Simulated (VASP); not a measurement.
**Ta: elastic constants with LDA**

Crystal: Ta.

```xyz
1
Lattice="-1.6244 1.6244 1.6244 1.6244 -1.6244 1.6244 1.6244 1.6244 -1.6244" Properties=species:S:1:pos:R:3 pbc="T T T"
Ta    0.0000    0.0000    0.0000
```

* Program: VASP 6.6.1
* Task: elastic constants
* Functional: LDA
* Potentials or basis: VASP PAW LDA potentials, release 64 (Ta_pv)
* Cutoff: 600 eV
* k mesh: 24 × 24 × 24
* Occupations: fermi-dirac, width 0.08 eV
* Spin: no spin polarisation
* Dipole correction: no
* Ions in elastic constants: relaxed
* Further INCAR settings: ALGO = Normal; EDIFF = 1e-08; IBRION = 6; POTIM = 0.015; NSW = 1; ISIF = 3

```
Elastic constants C11, C12, C44 : 315, 179, 75 GPa
Voigt bulk modulus              : 224 GPa
```

Elastic tensor in Voigt notation (GPa, in the Cartesian axes of the cell as first typed):
```
315 179 179   0   0   0
179 315 179   0   0   0
179 179 315   0   0   0
  0   0   0  75   0   0
  0   0   0   0  75   0
  0   0   0   0   0  75
```

Clamped-ion elastic tensor (GPa):
```
315 179 179   0   0   0
179 315 179   0   0   0
179 179 315   0   0   0
  0   0   0  75   0   0
  0   0   0   0  75   0
  0   0   0   0   0  75
```

Wall time 65 min on 1 thread of Intel Xeon 8259CL, on a shared host, peak memory 1.3 GiB.

Caveat: the cell is under stress, which shifts elastic constants.
